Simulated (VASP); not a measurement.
# Mg2Te3O (P4mm) in VASP: a series of runs

The runs below take Mg2Te3O through single point, with PBE.

All numbers are computed with VASP 6.6.1; they aren't measurements. Logs are shortened: lines on timing, memory, paths and dates and some standing lists are left out, and cuts for length are marked.

## (1) The cell of the first run

The structure is tetragonal, space group P4mm (No. 99). Conventional cell: a = 3.202 Å, b = 3.202 Å, c = 13.056 Å, α = 90.00°, β = 90.00°, γ = 90.00°. Within 3.0 Å of Mg (site symmetry 4mm) lie 4 O at 2.26 Å. Mg (site symmetry 4mm) has 8 Te at 3.06 to 3.11 Å and 4 Mg at 3.20 Å within 4.0 Å. Within 4.0 Å of Te (site symmetry 4mm) lie 4 Mg at 3.06 Å and 8 Te at 3.20 to 3.91 Å. Within 4.2 Å of Te (site symmetry 4mm) lie 5 Mg at 3.11 to 3.15 Å and 5 Te at 3.20 to 4.19 Å and 4 O at 3.92 Å. Te (site symmetry 4mm) has 1 O at 2.47 Å and 4 Te at 3.20 Å and 4 Mg at 3.39 Å within 3.4 Å. O (site symmetry 4mm) has 4 Mg at 2.26 Å and 1 Te at 2.47 Å within 3.0 Å.

The cell was generated, and may not be a known phase.

## (2) Single point, PBE

INCAR

```
SYSTEM = Mg2Te3O
PREC     = Accurate       ! precision mode
ENCUT    = 520            ! plane-wave cutoff, eV
EDIFF    = 1E-6           ! SCF threshold, eV
ISMEAR   = 0              ! smearing method
SIGMA    = 0.1            ! smearing width, eV
LREAL    = .False.        ! projectors in reciprocal space
LASPH    = .True.         ! aspherical terms in the spheres
NELM     = 100            ! most SCF steps
ALGO     = Normal         ! electronic algorithm
ISIF     = 2              ! what is computed and relaxed
LWAVE    = .False.        ! write WAVECAR
LCHARG   = .False.        ! write CHGCAR
GGA      = PE             ! functional
NBANDS   = 23             ! bands
```

KPOINTS

```
regular mesh
0
Gamma
  4 4 2
  0 0 0
```

POSCAR

```
Mg2Te3O
1.0
    3.2020980970      0.0000000000      0.0000000000
    0.0000000000      3.2020980970      0.0000000000
    0.0000000000      0.0000000000     13.0558439744
Mg Te O
2 3 1
Direct
    0.0000000000      0.0000000000      0.0814713833
    0.5000000000      0.5000000000      0.4857085255
    0.0000000000      0.0000000000      0.6438403962
    0.0000000000      0.0000000000      0.3227506545
    0.5000000000      0.5000000000      0.8884570264
    0.5000000000      0.5000000000      0.0777720241
```

Potentials or basis: VASP PAW PBE potentials, release 64 (Mg, Te, O).

On the command line:

```sh
> cat potpaw_PBE.64/Mg/POTCAR potpaw_PBE.64/Te/POTCAR potpaw_PBE.64/O/POTCAR > POTCAR
> mpirun -np 1 vasp_std > vasp.out
```

OUTCAR:

```text
SYSTEM = Mg2Te3O
   PREC = Accurate
   ENCUT = 520
   EDIFF = 1E-6
   ISMEAR = 0
   LREAL = .False.
   LASPH = .True.
   NELM = 100
   ISIF = 2
   GGA = PE

 ion  position               nearest neighbor table
   1  0.000  0.000  0.081-   6 2.26   6 2.26   6 2.26   6 2.26   4 3.15   5 3.39   5 3.39   5 3.39
                             5 3.39
   2  0.500  0.500  0.486-   3 3.06   3 3.06   3 3.06   3 3.06   4 3.11   4 3.11   4 3.11   4 3.11

   3  0.000  0.000  0.644-   2 3.06   2 3.06   2 3.06   2 3.06
   4  0.000  0.000  0.323-   2 3.11   2 3.11   2 3.11   2 3.11   1 3.15
   5  0.500  0.500  0.888-   6 2.47   1 3.39   1 3.39   1 3.39   1 3.39
   6  0.500  0.500  0.078-   1 2.26   1 2.26   1 2.26   1 2.26   5 2.47

  LATTYP: Found a simple tetragonal cell.
 ALAT       =     3.2020980970
 C/A-ratio  =     4.0772779530

  Lattice vectors:

 A1 = (   3.2020980970,   0.0000000000,   0.0000000000)
 A2 = (   0.0000000000,   3.2020980970,   0.0000000000)
 A3 = (   0.0000000000,   0.0000000000,  13.0558439744)

Analysis of symmetry for initial positions (statically):
=====================================================================
 Subroutine PRICEL returns:
 Original cell was already a primitive cell.

 Routine SETGRP: Setting up the symmetry group for a
 simple tetragonal supercell.

 Subroutine GETGRP returns: Found  8 space group operations
 (whereof  8 operations were pure point group operations)
 out of a pool of 16 trial point group operations.

The static configuration has the point symmetry C_4v.

Analysis of symmetry for dynamics (positions and initial velocities):
=====================================================================
 Subroutine PRICEL returns:
 Original cell was already a primitive cell.

 Routine SETGRP: Setting up the symmetry group for a
 simple tetragonal supercell.

 Subroutine GETGRP returns: Found  8 space group operations
 (whereof  8 operations were pure point group operations)
 out of a pool of 16 trial point group operations.

The dynamic configuration has the point symmetry C_4v.

 Subroutine INISYM returns: Found  8 space group operations
 (whereof  8 operations are pure point group operations),
 and found     1 'primitive' translations

----------------------------------------------------------------------------------------

                                     Primitive cell

  volume of cell :     133.8672

  direct lattice vectors                    reciprocal lattice vectors
     3.202098097  0.000000000  0.000000000     0.312295242  0.000000000  0.000000000
     0.000000000  3.202098097  0.000000000     0.000000000  0.312295242  0.000000000
     0.000000000  0.000000000 13.055843974     0.000000000  0.000000000  0.076594053

  length of vectors
     3.202098097  3.202098097 13.055843974     0.312295242  0.312295242  0.076594053

  position of ions in fractional coordinates (direct lattice)
     0.000000000  0.000000000  0.081471383
     0.500000000  0.500000000  0.485708526
     0.000000000  0.000000000  0.643840396
     0.000000000  0.000000000  0.322750654
     0.500000000  0.500000000  0.888457026
     0.500000000  0.500000000  0.077772024

  ion indices of the primitive-cell ions
   primitive index   ion index
                 1           1
                 2           2
                 3           3
                 4           4
                 5           5
                 6           6

----------------------------------------------------------------------------------------

 KPOINTS: regular mesh

Automatic generation of k-mesh.
 Grid dimensions read from file:
 generate k-points for:    4    4    2

 Generating k-lattice:

  Cartesian coordinates                     Fractional coordinates (reciprocal lattice)
     0.078073810  0.000000000  0.000000000     0.250000000  0.000000000  0.000000000
     0.000000000  0.078073810  0.000000000     0.000000000  0.250000000  0.000000000
     0.000000000  0.000000000  0.038297026     0.000000000  0.000000000  0.500000000

  Length of vectors
     0.078073810  0.078073810  0.038297026

  Shift w.r.t. Gamma in fractional coordinates (k-lattice)
     0.000000000  0.000000000  0.000000000

 Subroutine IBZKPT returns following result:
 ===========================================

 Found     12 irreducible k-points:

 Following reciprocal coordinates:
            Coordinates               Weight
  0.000000  0.000000  0.000000      1.000000
  0.250000  0.000000  0.000000      4.000000
  0.500000  0.000000  0.000000      2.000000
  0.250000  0.250000  0.000000      4.000000
  0.500000  0.250000  0.000000      4.000000
  0.500000  0.500000  0.000000      1.000000
  0.000000  0.000000  0.500000      1.000000
  0.250000  0.000000  0.500000      4.000000
  0.500000  0.000000  0.500000      2.000000
  0.250000  0.250000  0.500000      4.000000
  0.500000  0.250000  0.500000      4.000000
  0.500000  0.500000  0.500000      1.000000
[... 102 lines left out ...]
      3      -4.9291      2.00000
      4      -4.4457      2.00000
      5      -0.2683      2.00000
      6       0.1457      2.00000
[... 15 lines left out ...]
     22      12.9365      0.00000
     23      14.4274      0.00000

 k-point     4 :       0.2500    0.2500    0.0000
  band No.  band energies     occupation
      1     -11.6567      2.00000
      2      -5.6642      2.00000
      3      -5.3935      2.00000
      4      -4.7168      2.00000
      5       1.3107      2.00000
      6       1.7509      2.00000
[... 15 lines left out ...]
     22      12.5703      0.00000
     23      13.0090      0.00000

 k-point     5 :       0.5000    0.2500    0.0000
  band No.  band energies     occupation
      1     -11.5140      2.00000
      2      -4.4654      2.00000
      3      -4.1859      2.00000
      4      -3.7500      2.00000
      5       0.4729      2.00000
      6       0.6763      2.00000
[... 15 lines left out ...]
     22      11.3521      0.00000
     23      11.5942      0.00000

 k-point     6 :       0.5000    0.5000    0.0000
  band No.  band energies     occupation
      1     -11.4027      2.00000
      2      -3.2705      2.00000
      3      -2.9960      2.00000
      4      -2.6717      2.00000
      5       1.2401      2.00000
      6       1.2401      2.00000
[... 15 lines left out ...]
     22      11.6467      0.00000
     23      11.6468      0.00000

 k-point     7 :       0.0000    0.0000    0.5000
  band No.  band energies     occupation
      1     -11.9545      2.00000
      2      -7.1767      2.00000
      3      -6.8412      2.00000
      4      -6.0781      2.00000
      5       0.0765      2.00000
      6       0.9186      2.00000
[... 15 lines left out ...]
     22      12.5517      0.00000
     23      12.7438      0.00000

 k-point     8 :       0.2500    0.0000    0.5000
  band No.  band energies     occupation
      1     -11.7924      2.00000
      2      -6.4234      2.00000
      3      -6.1116      2.00000
      4      -5.4035      2.00000
      5       0.7723      2.00000
      6       1.4634      2.00000
[... 15 lines left out ...]
     22      12.7954      0.00000
     23      13.3489      0.00000

 k-point     9 :       0.5000    0.0000    0.5000
  band No.  band energies     occupation
      1     -11.6206      2.00000
      2      -5.2092      2.00000
      3      -4.9298      2.00000
      4      -4.4457      2.00000
      5      -0.2380      2.00000
      6       0.1732      2.00000
[... 15 lines left out ...]
     22      12.6452      0.00000
     23      13.9193      0.00000

 k-point    10 :       0.2500    0.2500    0.5000
  band No.  band energies     occupation
      1     -11.6566      2.00000
      2      -5.6729      2.00000
      3      -5.3779      2.00000
      4      -4.7251      2.00000
      5       1.3928      2.00000
      6       1.9170      2.00000
[... 15 lines left out ...]
     22      12.2862      0.00000
     23      12.8884      0.00000

 k-point    11 :       0.5000    0.2500    0.5000
  band No.  band energies     occupation
      1     -11.5139      2.00000
      2      -4.4651      2.00000
      3      -4.1864      2.00000
      4      -3.7500      2.00000
      5       0.4996      2.00000
      6       0.6922      2.00000
[... 15 lines left out ...]
     22      11.0219      0.00000
     23      11.7937      0.00000

 k-point    12 :       0.5000    0.5000    0.5000
  band No.  band energies     occupation
      1     -11.4028      2.00000
      2      -3.2705      2.00000
      3      -2.9961      2.00000
      4      -2.6717      2.00000
      5       1.2640      2.00000
      6       1.2640      2.00000
[... 15 lines left out ...]
     22      11.1352      0.00000
     23      11.2402      0.00000

------------------------ aborting loop because EDIFF is reached ----------------------------------------

  FORCE on cell =-STRESS in cart. coord.  units (eV):
  Direction    XX          YY          ZZ          XY          YZ          ZX
  --------------------------------------------------------------------------------------
  -------------------------------------------------------------------------------------
  Total       -0.0629274     -0.0629274      0.0585107      0.0000000      0.0000000     -0.0000000
  in kB       -0.7531405     -0.7531405      0.7002797      0.0000000      0.0000000     -0.0000000
  external PRESSURE =      -0.2686671 kB  Pullay stress =       0.0000000 kB

 VOLUME and BASIS-vectors are now :
 -----------------------------------------------------------------------------
  energy-cutoff  :      520.00
  volume of cell :      133.87
      direct lattice vectors                 reciprocal lattice vectors
     3.202098097  0.000000000  0.000000000     0.312295242  0.000000000  0.000000000
     0.000000000  3.202098097  0.000000000     0.000000000  0.312295242  0.000000000
     0.000000000  0.000000000 13.055843974     0.000000000  0.000000000  0.076594053

 POSITION                                       TOTAL-FORCE (eV/Angst)
 -----------------------------------------------------------------------------------
      0.00000      0.00000      1.06368         0.000000     -0.000000     -0.001839
      1.60105      1.60105      6.34133         0.000000     -0.000000      0.008360
      0.00000      0.00000      8.40588         0.000000     -0.000000     -0.003547
      0.00000      0.00000      4.21378         0.000000     -0.000000     -0.000617
      1.60105      1.60105     11.59956         0.000000      0.000000      0.008498
      1.60105      1.60105      1.01538         0.000000     -0.000000     -0.010855
 -----------------------------------------------------------------------------------
    total drift:                                0.000000      0.000000     -0.000921

  FREE ENERGIE OF THE ION-ELECTRON SYSTEM (eV)
  ---------------------------------------------------
  free  energy   TOTEN  =       -22.1410513389 eV

  energy  without entropy=      -22.1312827499  energy(sigma->0) =      -22.13616704
```

Run time: 17 s. Hardware: 1 thread of Intel Xeon 6975P-C (Granite Rapids), shared host; peak memory 0.23 GiB.

Results:

```yaml
Free_energy: -22.1411 eV
Pressure: 0.0 GPa
Largest_force: 0.011 eV/Å
Band_gap_on_the_k_mesh: zero (bands 14 and 15 overlap by 3.05 eV)
```

Forces in eV/Å, atoms in the order of the input:
```
Mg   0.000  0.000 -0.002
Mg   0.000  0.000  0.008
Te   0.000  0.000 -0.004
Te   0.000  0.000 -0.001
Te   0.000  0.000  0.008
O    0.000  0.000 -0.011
```

Stress tensor (GPa, compression positive):
```
-0.08  0.00  0.00
 0.00 -0.08  0.00
 0.00  0.00  0.07
```

Caveat: the k points lie up to 0.49 Å⁻¹ apart, too coarse for converged energies and pressures of a metal; spin-orbit coupling is left out, which moves the levels of the heavy elements.

## (3) Single point, PBE

This run uses another cell than the first one, of 24.33 Å³/atom.

INCAR

```
SYSTEM = Mg2Te3O
PREC     = Accurate       ! precision mode
ENCUT    = 520            ! plane-wave cutoff, eV
EDIFF    = 1E-6           ! SCF threshold, eV
ISMEAR   = 0              ! smearing method
SIGMA    = 0.1            ! smearing width, eV
LREAL    = .FALSE.        ! projectors in reciprocal space
LASPH    = .TRUE.         ! aspherical terms in the spheres
NELM     = 80             ! most SCF steps
ALGO     = Normal         ! electronic algorithm
ISIF     = 2              ! what is computed and relaxed
LWAVE    = .FALSE.        ! write WAVECAR
LCHARG   = .FALSE.        ! write CHGCAR
GGA      = PE             ! functional
NBANDS   = 23             ! bands
```

KPOINTS

```
regular mesh
0
G
  4 4 2
  0 0 0
```

POSCAR

```
Mg2Te3O
1.0
    3.9125763400      0.0000000000      0.0000000000
    0.0000000000      3.9125763400      0.0000000000
    0.0000000000      0.0000000000      9.5376593000
Mg Te O
2 3 1
Direct
    0.0000000000      0.0000000000      0.0094770000
    0.5000000000      0.5000000000      0.4938240100
    0.0000000000      0.0000000000      0.6709480300
    0.0000000000      0.0000000000      0.3257620000
    0.5000000000      0.5000000000      0.8341779700
    0.5000000000      0.5000000000      0.1658110000
```

Potentials or basis: VASP PAW PBE potentials, release 64 (Mg, Te, O).

On the command line:

```sh
> cat potpaw_PBE.64/Mg/POTCAR potpaw_PBE.64/Te/POTCAR potpaw_PBE.64/O/POTCAR > POTCAR
> mpirun -np 1 vasp_std > vasp.out
```

It took 27 s on 1 thread of Intel Xeon 6975P-C (Granite Rapids), shared host; peak memory 0.24 GiB.

It converged, with:

```
Free energy            : -17.4254 eV
Pressure               : -3.6 GPa
Largest force          : 1.329 eV/Å
Band gap on the k mesh : zero (bands 14 and 15 overlap by 1.19 eV)
```

Forces in eV/Å, atoms in the order of the input:
```
Mg   0.000  0.000  0.851
Mg   0.000  0.000 -0.688
Te   0.000  0.000 -0.916
Te   0.000  0.000 -0.049
Te   0.000  0.000  1.329
O    0.000  0.000 -0.528
```

Stress tensor (GPa, compression positive):
```
-3.18  0.00  0.00
 0.00 -3.18  0.00
 0.00  0.00 -4.46
```

Levels at points of the mesh, in eV from the Fermi level:
| k point | band 11 | band 12 | band 13 | band 14 | band 15 | band 16 | band 17 | band 18 |
| --- | --- | --- | --- | --- | --- | --- | --- | --- |
| (0.00, 0.00, 0.00) | -1.58 | -0.68 | -0.07 | -0.07 | 0.99 | 1.15 | 1.15 | 2.69 |
| (0.50, 0.00, 0.00) | -1.11 | -1.10 | -0.71 | 0.19 | 0.50 | 0.57 | 1.95 | 1.98 |
| (0.50, 0.50, 0.00) | -2.15 | -2.15 | -1.01 | -0.72 | -0.34 | -0.34 | 0.74 | 1.57 |
| (0.00, 0.00, 0.50) | -1.37 | -0.96 | 0.15 | 0.15 | 0.99 | 0.99 | 1.89 | 2.25 |
| (0.50, 0.00, 0.50) | -0.97 | -0.72 | -0.63 | -0.18 | 0.18 | 0.63 | 1.99 | 2.09 |
| (0.50, 0.50, 0.50) | -1.49 | -1.49 | -1.45 | -1.42 | -0.99 | -0.99 | 1.38 | 2.87 |

Caveat: the k points lie up to 0.40 Å⁻¹ apart, too coarse for converged energies and pressures of a metal; spin-orbit coupling is left out, which moves the levels of the heavy elements; forces of over 1 eV/Å act on the atoms, so gaps and moduli don't describe the material at rest.

## (4) Single point, PBE

This run uses another cell than the first one, of 24.58 Å³/atom.

INCAR

```
PREC     = Accurate       # precision mode
ENCUT    = 520            # plane-wave cutoff, eV
EDIFF    = 1E-7           # SCF threshold, eV
ISMEAR   = 0              # smearing method
SIGMA    = 0.1            # smearing width, eV
LREAL    = False          # projectors in reciprocal space
LASPH    = True           # aspherical terms in the spheres
NELM     = 80             # most SCF steps
ALGO     = Normal         # electronic algorithm
ISIF     = 2              # what is computed and relaxed
LWAVE    = False          # write WAVECAR
LCHARG   = False          # write CHGCAR
GGA      = PE             # functional
NBANDS   = 23             # bands
```

KPOINTS

```
Automatic mesh
0
Gamma
  6 6 2
```

POSCAR

```
Mg2Te3O
1.0
    3.1112542659      0.0000000000      0.0000000000
    0.0000000000      3.1112542659      0.0000000000
    0.0000000000      0.0000000000     15.2373212301
Mg Te O
2 3 1
Direct
    0.0000000000      0.0000000000      0.1102539775
    0.5000000000      0.5000000000      0.4724724598
    0.0000000000      0.0000000000      0.6111821269
    0.0000000000      0.0000000000      0.3330872366
    0.5000000000      0.5000000000      0.8607659824
    0.5000000000      0.5000000000      0.1122382268
```

On the command line:

```sh
> cat potpaw_PBE.64/Mg/POTCAR potpaw_PBE.64/Te/POTCAR potpaw_PBE.64/O/POTCAR > POTCAR
> mpirun -np 1 vasp_std > vasp.out
```

Run time: 45 s. Hardware: 1 thread of Intel Xeon 6975P-C (Granite Rapids), shared host; peak memory 0.27 GiB.

The run converged. Its results:

```yaml
Free_energy: -21.4057 eV
Pressure: -0.1 GPa
Largest_force: 0.040 eV/Å
Band_gap_on_the_k_mesh: zero (bands 14 and 15 overlap by 2.83 eV)
```

Forces in eV/Å, atoms in the order of the input:
```
Mg   0.000  0.000  0.039
Mg   0.000  0.000  0.001
Te   0.000  0.000 -0.007
Te   0.000  0.000  0.008
Te   0.000  0.000  0.000
O    0.000  0.000 -0.040
```

Stress tensor (GPa, compression positive):
```
-0.21  0.00  0.00
 0.00 -0.21  0.00
 0.00  0.00  0.15
```

Levels at points of the mesh, in eV from the Fermi level:
```csv
k point,band 12,band 13,band 14,band 15,band 16,band 17
"(0.00, 0.00, 0.00)",1.45,1.45,1.71,1.71,2.62,2.62
"(0.50, 0.00, 0.00)",-0.94,-0.87,-0.22,3.21,3.22,3.39
"(0.50, 0.50, 0.00)",-2.93,-1.63,-0.73,-0.15,0.27,0.64
"(0.00, 0.00, 0.50)",1.45,1.45,1.71,1.71,2.54,2.62
"(0.50, 0.00, 0.50)",-1.05,-0.94,-0.08,3.22,3.27,3.43
"(0.50, 0.50, 0.50)",-2.93,-1.63,-0.73,-0.15,0.23,0.70
```

Caveat: spin-orbit coupling is left out, which moves the levels of the heavy elements.

## (5) The runs side by side

| cell | k mesh | gap on the mesh (eV) | pressure (GPa) | largest force (eV/Å) |
| --- | --- | --- | --- | --- |
| a = 3.202, b = 3.202, c = 13.056 Å, 6 atoms, atomic positions A | 4 × 4 × 2 | none | 0.0 | 0.01 |
| a = 3.913, b = 3.913, c = 9.538 Å, 6 atoms, atomic positions B | 4 × 4 × 2 | none | -3.6 | 1.33 |
| a = 3.111, b = 3.111, c = 15.237 Å, 6 atoms, atomic positions C | 6 × 6 × 2 | none | -0.1 | 0.04 |

Alike in all rows: task single point; level PBE; potentials or basis VASP PAW PBE potentials, release 64 (Mg, Te, O); no spin polarisation; cutoff (eV) 520; smearing gaussian 0.1 eV.

Caveats: some runs use coarse meshes; spin-orbit coupling is left out, which moves the levels of the heavy elements; forces of over 1 eV/Å act on the atoms, so gaps and moduli don't describe the material at rest (at least some runs).

Total energies depend on the potentials used, so only differences within one code and one set of settings carry meaning.
